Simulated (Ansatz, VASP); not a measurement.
# Two plane-wave programs on MgI2

```xyz
3
Lattice="2.0787 1.2001 6.8923 -2.0787 1.2001 6.8923 0.0000 -2.4003 6.8923" Properties=species:S:1:pos:R:3 pbc="T T T"
Mg    0.0000    0.0000    0.0000
I     0.0000    0.0000    5.2248
I     0.0000    0.0000   15.4522
```

Alike in both runs: task single point; functional LDA; k mesh 4 × 4 × 4; no spin polarisation.

|  | VASP | Ansatz |
| --- | --- | --- |
| version | VASP 6.6.1 | Ansatz 0.2.0 |
| potentials or method | VASP PAW LDA potentials, release 64 (Mg, I) | plane waves, PAW |
| plane-wave cutoff (eV) | 520 | 420 |
| occupations | gaussian, width 0.01 eV | fixed |
| valence electrons in the cell | 16 | 44 |

```csv
,VASP,Ansatz,Ansatz less VASP
gap on the k mesh at the Fermi level (eV),3.06,3.08,+0.018
```

LDA's correlation is that of Perdew and Zunger in VASP and of Perdew and Wang (1992) in Ansatz. VASP's potentials hold 16 valence electrons a cell and Ansatz's 44, so a difference there can come from the potentials and not from the codes.

The k mesh is coarse, so the values compare programs but aren't converged. Spin-orbit coupling is off throughout.
